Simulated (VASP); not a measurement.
# SiGe3Ru2 (P6/mmm) in VASP: a series of runs

SiGe3Ru2 is run at these levels: PBE; tasks: single point.

Everything below comes from runs of VASP 6.6.1. Logs are shortened: lines on timing, memory, paths and dates and some standing lists are left out, and cuts for length are marked.

**1. The cell of the first run**

The structure is hexagonal, space group P6/mmm (No. 191). The conventional cell has a = 5.873 Å, b = 5.873 Å, c = 3.246 Å, α = 90.00°, β = 90.00°, γ = 120.00°. Si (site symmetry 6/mmm) has 2 Si at 3.25 Å and 12 Ge at 3.36 Å and 6 Ru at 3.39 Å within 4.3 Å. Within 3.1 Å of Ge (site symmetry mmm) lie 4 Ru at 2.35 Å and 4 Ge at 2.94 Å. Within 3.1 Å of Ru (site symmetry -6m2) lie 6 Ge at 2.35 Å.

The cell was generated, and may not be a known phase.

**2. Single point, PBE**

INCAR reads:

```
SYSTEM = SiGe3Ru2
PREC = Accurate ; ENCUT = 520
EDIFF = 1E-6 ; ISMEAR = 0
SIGMA = 0.1 ; LREAL = .False.
LASPH = .True. ; NELM = 80
ALGO = Normal ; ISIF = 2
LWAVE = .False. ; LCHARG = .False.
GGA = PE ; NBANDS = 46
```

KPOINTS reads:

```
regular mesh
0
Gamma
  3 3 6
  0 0 0
```

POSCAR reads:

```
SiGe3Ru2
1.0
    5.8731342000      0.0000000000      0.0000000000
   -2.9365671000      5.0862834100      0.0000000000
    0.0000000000      0.0000000000      3.2462515200
Si Ge Ru
1 3 2
Direct
    0.0000000000      0.0000000000      0.0000000000
    0.5000000000      0.0000000000      0.5000000000
    0.5000000000      0.5000000000      0.5000000000
    0.0000000000      0.5000000000      0.5000000000
    0.3333333300      0.6666666700      0.0000000000
    0.6666666700      0.3333333300      0.0000000000
```

Potentials or basis: VASP PAW PBE potentials, release 64 (Si, Ge_d, Ru_pv).

Started as:

```
> cat potpaw_PBE.64/Si/POTCAR potpaw_PBE.64/Ge_d/POTCAR potpaw_PBE.64/Ru_pv/POTCAR > POTCAR
> mpirun -np 1 vasp_std > vasp.out
```

OUTCAR:

```text
SYSTEM = SiGe3Ru2
   PREC = Accurate
   ENCUT = 520
   EDIFF = 1E-6
   ISMEAR = 0
   LREAL = .False.
   LASPH = .True.
   NELM = 80
   ISIF = 2
   GGA = PE

 ion  position               nearest neighbor table
   1  0.000  0.000  0.000-
   2  0.500  0.000  0.500-   5 2.35   6 2.35   5 2.35   6 2.35
   3  0.500  0.500  0.500-   5 2.35   6 2.35   5 2.35   6 2.35
   4  0.000  0.500  0.500-   5 2.35   6 2.35   5 2.35   6 2.35
   5  0.333  0.667  0.000-   2 2.35   2 2.35   4 2.35   4 2.35   3 2.35   3 2.35
   6  0.667  0.333  0.000-   2 2.35   2 2.35   4 2.35   4 2.35   3 2.35   3 2.35

  LATTYP: Found a hexagonal cell.
 ALAT       =     5.8731342000
 C/A-ratio  =     0.5527289875

  Lattice vectors:

 A1 = (   5.8731342000,   0.0000000000,   0.0000000000)
 A2 = (  -2.9365671000,   5.0862834100,   0.0000000000)
 A3 = (   0.0000000000,   0.0000000000,   3.2462515200)

Analysis of symmetry for initial positions (statically):
=====================================================================
 Subroutine PRICEL returns:
 Original cell was already a primitive cell.

 Routine SETGRP: Setting up the symmetry group for a
 hexagonal supercell.

 Subroutine GETGRP returns: Found 24 space group operations
 (whereof 24 operations were pure point group operations)
 out of a pool of 24 trial point group operations.

The static configuration has the point symmetry D_6h.

Analysis of symmetry for dynamics (positions and initial velocities):
=====================================================================
 Subroutine PRICEL returns:
 Original cell was already a primitive cell.

 Routine SETGRP: Setting up the symmetry group for a
 hexagonal supercell.

 Subroutine GETGRP returns: Found 24 space group operations
 (whereof 24 operations were pure point group operations)
 out of a pool of 24 trial point group operations.

The dynamic configuration has the point symmetry D_6h.

 Subroutine INISYM returns: Found 24 space group operations
 (whereof 24 operations are pure point group operations),
 and found     1 'primitive' translations

----------------------------------------------------------------------------------------

                                     Primitive cell

  volume of cell :      96.9734

  direct lattice vectors                    reciprocal lattice vectors
     5.873134200  0.000000000  0.000000000     0.170266840  0.098303606  0.000000000
    -2.936567100  5.086283410  0.000000000     0.000000000  0.196607212  0.000000000
     0.000000000  0.000000000  3.246251520     0.000000000  0.000000000  0.308047603

  length of vectors
     5.873134200  5.873134194  3.246251520     0.196607212  0.196607212  0.308047603

  position of ions in fractional coordinates (direct lattice)
     0.000000000  0.000000000  0.000000000
     0.500000000  0.000000000  0.500000000
     0.500000000  0.500000000  0.500000000
     0.000000000  0.500000000  0.500000000
     0.333333330  0.666666670  0.000000000
     0.666666670  0.333333330  0.000000000

  ion indices of the primitive-cell ions
   primitive index   ion index
                 1           1
                 2           2
                 3           3
                 4           4
                 5           5
                 6           6

----------------------------------------------------------------------------------------

 KPOINTS: regular mesh

Automatic generation of k-mesh.
 Grid dimensions read from file:
 generate k-points for:    3    3    6

 Generating k-lattice:

  Cartesian coordinates                     Fractional coordinates (reciprocal lattice)
     0.056755613  0.032767869  0.000000000     0.333333333  0.000000000  0.000000000
     0.000000000  0.065535737  0.000000000     0.000000000  0.333333333  0.000000000
     0.000000000  0.000000000  0.051341267     0.000000000  0.000000000  0.166666667

  Length of vectors
     0.065535737  0.065535737  0.051341267

  Shift w.r.t. Gamma in fractional coordinates (k-lattice)
     0.000000000  0.000000000  0.000000000

 Subroutine IBZKPT returns following result:
 ===========================================

 Found     12 irreducible k-points:

 Following reciprocal coordinates:
            Coordinates               Weight
  0.000000  0.000000  0.000000      1.000000
  0.333333  0.000000  0.000000      6.000000
  0.333333  0.333333  0.000000      2.000000
  0.000000  0.000000  0.166667      2.000000
  0.333333  0.000000  0.166667     12.000000
  0.333333  0.333333  0.166667      4.000000
  0.000000  0.000000  0.333333      2.000000
  0.333333  0.000000  0.333333     12.000000
  0.333333  0.333333  0.333333      4.000000
  0.000000  0.000000  0.500000      1.000000
  0.333333  0.000000  0.500000      6.000000
  0.333333  0.333333  0.500000      2.000000
   k-points           NKPTS =     12   k-points in BZ     NKDIM =     12   number of bands    NBANDS=     46
   number of dos      NEDOS =    301   number of ions     NIONS =      6
   total plane-waves  NPLWV =  55296
   dimension x,y,z NGX =    48 NGY =   48 NGZ =   24
   dimension x,y,z NGXF=    96 NGYF=   96 NGZF=   48
   ions per type =               1   3   2
   NGX,Y,Z   is equivalent  to a cutoff of  13.59, 13.59, 12.29 a.u.
   NGXF,Y,Z  is equivalent  to a cutoff of  27.17, 27.17, 24.58 a.u.
 SYSTEM =  SiGe3Ru2
   PREC   = accura    normal or accurate (medium, high low for compatibility)
   ISTART =      0    job   : 0-new  1-cont  2-samecut
   ICHARG =      2    charge: 1-file 2-atom 10-const
   ISPIN  =      1    spin polarized calculation?
   LNONCOLLINEAR =      F non collinear calculations
   LSORBIT =      F    spin-orbit coupling
   LASPH  =      T    aspherical Exc in radial PAW
   ENCUT  =  520.0 eV  38.22 Ry    6.18 a.u.  10.92 10.92  6.04*2*pi/ulx,y,z
   NELM   =     80;   NELMIN=  2; NELMDL= -5     # of ELM steps
   EDIFF  = 0.1E-05   stopping-criterion for ELM
   LREAL  =      F    real-space projection
   EDIFFG = 0.1E-04   stopping-criterion for IOM
   NSW    =      0    number of steps for IOM
   IBRION =     -1    ionic relax: 0-MD 1-quasi-New 2-CG
   NFREE  =      0    steps in history (QN), initial steepest desc. (CG)
   ISIF   =      2    stress and relaxation
   ISYM   =      2    0-nonsym 1-usesym 2-fastsym
   POTIM  = 0.5000    time-step for ionic-motion
   TEBEG  =    0.0;   TEEND  =   0.0 temperature during run
   PSTRESS=    0.0 pullay stress
   NELECT =      74.0000    total number of electrons
   NUPDOWN=      -1.0000    fix difference up-down
   EMIN   =  10.00;   EMAX   =-10.00  energy-range for DOS
   EFERMI =   0.00;   METHOD = LEGACY
   ISMEAR =     0;   SIGMA  =   0.10  broadening in eV -4-tet -1-fermi 0-gaus
   EFERMI_NEDOS =   21; number of points for ismear=-14 and -15
   IALGO  =     38    algorithm
   IMIX   =      4    mixing-type and parameters
     AMIX     =   0.40;   BMIX     =  1.00
     AMIX_MAG =   1.60;   BMIX_MAG =  1.00
  volume/ion in A,a.u.               =      16.16       109.07
  Fermi-wavevector in a.u.,A,eV,Ry     =   1.496010  2.827049 30.450467  2.238046
  Thomas-Fermi vector in A             =   2.608081
   LORBIT       =      0    0 simple, 1 ext, 2 COOP (PROOUT), +10 PAW based schemes
   GGA     = PE    functional components
   LHFCALC =     F    Hartree Fock is set to
   AEXX    =    0.0000 exact exchange contribution
   IVDW    =     0    specifies the selected vdW correction
   LEPSILON=     F    determine dielectric tensor
   LRPA    =     F    only Hartree local field effects (RPA)
 non-spin polarized calculation
 Gauss-broadening in eV      SIGMA  =   0.10
  energy-cutoff  :      520.00
  volume of cell :       96.97
 maximum number of plane-waves:      2641
 NGX is ok and might be reduce to    48
   NGX = 21   NGY = 21   NGZ = 13

 number of electron      73.9999938 magnetization

 Free energy of the ion-electron system (eV)
  ---------------------------------------------------
  ext. energy  EPLUGINS =         0.00000000
  ---------------------------------------------------
  free energy    TOTEN  =       -33.43981915 eV

  energy without entropy =      -33.41186789  energy(sigma->0) =      -33.42584352

 E-fermi :   9.2116     XC(G=0): -11.9636

 val. band max:        9.1608539432   @ k =   0.0000   0.0000   0.3333
 cond. band min:       9.2211383420   @ k =   0.3333   0.0000   0.0000
 fundamental gap:      0.0602843988
 Fermi energy:         9.2115835669

 k-point     1 :       0.0000    0.0000    0.0000
  band No.  band energies     occupation
      1     -33.5934      2.00000
      2     -33.5877      2.00000
      3     -33.3455      2.00000
      4     -33.3455      2.00000
      5     -33.2941      2.00000
      6     -33.2941      2.00000
[... 38 lines left out ...]
     45      16.3682      0.00000
     46      16.3682      0.00000

 k-point     2 :       0.3333    0.0000    0.0000
  band No.  band energies     occupation
      1     -33.5922      2.00000
      2     -33.5889      2.00000
      3     -33.3471      2.00000
      4     -33.3357      2.00000
      5     -33.3040      2.00000
      6     -33.2924      2.00000
[... 38 lines left out ...]
     45      15.1028      0.00000
     46      15.2620      0.00000

 k-point     3 :       0.3333    0.3333    0.0000
  band No.  band energies     occupation
      1     -33.5906      2.00000
      2     -33.5906      2.00000
      3     -33.3487      2.00000
      4     -33.3198      2.00000
      5     -33.3198      2.00000
      6     -33.2908      2.00000
[... 38 lines left out ...]
     45      13.5085      0.00000
     46      13.5085      0.00000

 k-point     4 :       0.0000    0.0000    0.1667
  band No.  band energies     occupation
      1     -33.6193      2.00000
      2     -33.6173      2.00000
      3     -33.3406      2.00000
      4     -33.3406      2.00000
      5     -33.2936      2.00000
      6     -33.2936      2.00000
[... 332 lines left out ...]
     45      12.6147      0.00000
     46      14.4305      0.00000

 k-point    11 :       0.3333    0.0000    0.5000
  band No.  band energies     occupation
      1     -33.7077      2.00000
      2     -33.6935      2.00000
      3     -33.3281      2.00000
      4     -33.3203      2.00000
      5     -33.2980      2.00000
      6     -33.2901      2.00000
[... 38 lines left out ...]
     45      12.5409      0.00000
     46      14.4434      0.00000

 k-point    12 :       0.3333    0.3333    0.5000
  band No.  band energies     occupation
      1     -33.7006      2.00000
      2     -33.7006      2.00000
      3     -33.3301      2.00000
      4     -33.3092      2.00000
      5     -33.3092      2.00000
      6     -33.2882      2.00000
[... 38 lines left out ...]
     45      13.2514      0.00000
     46      13.2514      0.00000

------------------------ aborting loop because EDIFF is reached ----------------------------------------

  FORCE on cell =-STRESS in cart. coord.  units (eV):
  Direction    XX          YY          ZZ          XY          YZ          ZX
  --------------------------------------------------------------------------------------
  -------------------------------------------------------------------------------------
  Total       13.0475402     13.0475402     19.4366565      0.0000000     -0.0000000      0.0000000
  in kB      215.5691353    215.5691347    321.1289773      0.0000000     -0.0000000      0.0000000
  external PRESSURE =     250.7557491 kB  Pullay stress =       0.0000000 kB

 VOLUME and BASIS-vectors are now :
 -----------------------------------------------------------------------------
  energy-cutoff  :      520.00
  volume of cell :       96.97
      direct lattice vectors                 reciprocal lattice vectors
     5.873134200  0.000000000  0.000000000     0.170266840  0.098303606  0.000000000
    -2.936567100  5.086283410  0.000000000     0.000000000  0.196607212  0.000000000
     0.000000000  0.000000000  3.246251520     0.000000000  0.000000000  0.308047603

 POSITION                                       TOTAL-FORCE (eV/Angst)
 -----------------------------------------------------------------------------------
      0.00000      0.00000      0.00000        -0.000000      0.000000      0.000000
      2.93657      0.00000      1.62313        -0.000000      0.000000      0.000000
      1.46828      2.54314      1.62313        -0.000000      0.000000      0.000000
     -1.46828      2.54314      1.62313        -0.000000      0.000000      0.000000
     -0.00000      3.39086      0.00000        -0.000000      0.000000     -0.000000
      2.93657      1.69543      0.00000         0.000000      0.000000      0.000000
 -----------------------------------------------------------------------------------
    total drift:                               -0.000000      0.000000     -0.000000

  FREE ENERGIE OF THE ION-ELECTRON SYSTEM (eV)
  ---------------------------------------------------
  free  energy   TOTEN  =       -33.4398191538 eV

  energy  without entropy=      -33.4118678867  energy(sigma->0) =      -33.42584352
```

It took 71 s on 1 thread of Intel Xeon 8259CL, shared host; peak memory 0.24 GiB.

Results:

- Free energy: -33.4398 eV
- Pressure: 25.1 GPa
- Band gap on the k mesh: zero (bands 37 and 38 overlap by 0.88 eV)

Stress tensor (GPa, compression positive):
```
21.56  0.00  0.00
 0.00 21.56  0.00
 0.00  0.00 32.11
```

Levels at points of the mesh, in eV from the Fermi level:
```tsv
k point	band 33	band 34	band 35	band 36	band 37	band 38	band 39	band 40	band 41	band 42
(0.00, 0.00, 0.00)	-1.95	-1.57	-1.57	-0.77	-0.77	-0.27	0.95	2.75	2.75	3.44
(0.00, 0.00, 0.50)	-2.97	-2.11	-0.70	-0.67	0.08	0.08	0.69	0.69	1.21	1.21
```

Caveat: the k points lie up to 0.41 Å⁻¹ apart, too coarse for converged energies and pressures of a metal.

**3. Single point, PBE**

This run uses another cell than the first one, of 17.30 Å³/atom.

INCAR is that of step 2.

KPOINTS is that of step 2.

POSCAR reads:

```
SiGe3Ru2
1.0
    5.5420776659      0.0000000000      0.0000000000
   -2.7710388329      4.7995800484      0.0000000000
    0.0000000000      0.0000000000      3.9022541945
Si Ge Ru
1 3 2
Direct
    0.0000000000      0.0000000000      0.0000000000
    0.5000000000      0.0000000000      0.5000000000
    0.5000000000      0.5000000000      0.5000000000
    0.0000000000      0.5000000000      0.5000000000
    0.3333333333      0.6666666667      0.0000000000
    0.6666666667      0.3333333333      0.0000000000
```

Potentials or basis: VASP PAW PBE potentials, release 64 (Si, Ge_d, Ru_pv).

Started as:

```
> cat potpaw_PBE.64/Si/POTCAR potpaw_PBE.64/Ge_d/POTCAR potpaw_PBE.64/Ru_pv/POTCAR > POTCAR
> mpirun -np 1 vasp_std > vasp.out
```

It took 100 s on 1 thread of Intel Xeon 8259CL, shared host; peak memory 0.25 GiB.

The run converged. Its results:

* Free energy: -35.1713 eV
* Pressure: 0.1 GPa
* Band gap on the k mesh: zero (bands 37 and 38 overlap by 0.74 eV)

Stress tensor (GPa, compression positive):
```
0.08 0.00 0.00
0.00 0.08 0.00
0.00 0.00 0.27
```

Levels at points of the mesh, in eV from the Fermi level:
```csv
k point,band 33,band 34,band 35,band 36,band 37,band 38,band 39,band 40,band 41,band 42
"(0.00, 0.00, 0.00)",-1.73,-1.73,-1.12,-1.12,-0.05,-0.05,1.02,3.07,3.25,3.25
"(0.00, 0.00, 0.50)",-2.87,-1.75,-1.52,-0.97,0.41,0.41,0.98,0.98,1.33,1.33
```

Caveat: the k points lie up to 0.44 Å⁻¹ apart, too coarse for converged energies and pressures of a metal.

**4. Single point, PBE**

This run uses another cell than the first one, of 17.14 Å³/atom.

INCAR reads:

```
SYSTEM = SiGe3Ru2
ALGO = Normal ; EDIFF = 1E-6
ENCUT = 520 ; GGA = PE
ISIF = 2 ; ISMEAR = 0
LASPH = .TRUE. ; LCHARG = .FALSE.
LREAL = .FALSE. ; LWAVE = .FALSE.
NBANDS = 46 ; NELM = 60
PREC = Accurate ; SIGMA = 0.1
```

KPOINTS reads:

```
k-points
0
G
  6 6 4
  0 0 0
```

Edit POSCAR of step 3 so:

```diff
@@ -2,5 +2,5 @@
 1.0
-    5.5420776659      0.0000000000      0.0000000000
-   -2.7710388329      4.7995800484      0.0000000000
-    0.0000000000      0.0000000000      3.9022541945
+    5.4723988865      0.0000000000      0.0000000000
+   -2.7361994432      4.7392364554      0.0000000000
+    0.0000000000      0.0000000000      3.9649110072
 Si Ge Ru
```

Started as:

```
> cat potpaw_PBE.64/Si/POTCAR potpaw_PBE.64/Ge_d/POTCAR potpaw_PBE.64/Ru_pv/POTCAR > POTCAR
> mpirun -np 1 vasp_std > vasp.out
```

Wall time 2.6 min (1 thread of Intel Xeon 8259CL, shared host); peak memory 0.27 GiB.

Results (log left out):

```
Free energy            : -35.2380 eV
Pressure               : -0.1 GPa
Band gap on the k mesh : zero (bands 37 and 38 overlap by 1.08 eV)
```

Stress tensor (GPa, compression positive):
```
-0.15  0.00  0.00
 0.00 -0.15  0.00
 0.00  0.00 -0.04
```

Levels at points of the mesh, in eV from the Fermi level:
```tsv
k point	band 35	band 36	band 37	band 38	band 39	band 40
(0.00, 0.00, 0.00)	-1.16	-1.16	-0.10	-0.10	1.13	2.94
(0.50, 0.00, 0.00)	-0.63	0.30	0.82	1.05	1.16	1.31
(0.00, 0.00, 0.50)	-1.57	-0.94	0.44	0.44	0.99	0.99
(0.50, 0.00, 0.50)	-1.78	-0.81	-0.50	0.41	0.66	1.31
```

Caveat: the k points lie up to 0.40 Å⁻¹ apart, too coarse for converged energies and pressures of a metal.

**5. Overview**

```tsv
cell	k mesh	gap on the mesh (eV)	pressure (GPa)
a = 5.873, b = 5.873, c = 3.246 Å, angles 90.0, 90.0, 120.0°, 6 atoms	3 × 3 × 6	none	25.1
a = 5.542, b = 5.542, c = 3.902 Å, angles 90.0, 90.0, 120.0°, 6 atoms	3 × 3 × 6	none	0.1
a = 5.472, b = 5.472, c = 3.965 Å, angles 90.0, 90.0, 120.0°, 6 atoms	6 × 6 × 4	none	-0.1
```

Alike in all rows: task single point; level PBE; potentials or basis VASP PAW PBE potentials, release 64 (Si, Ge_d, Ru_pv); no spin polarisation; cutoff (eV) 520; smearing gaussian 0.1 eV.

Caveats: all runs use coarse meshes.

Total energies depend on the potentials used, so only differences within one code and one set of settings carry meaning.

The gap in the log of VASP goes by the Fermi energy; the results here count the filled bands.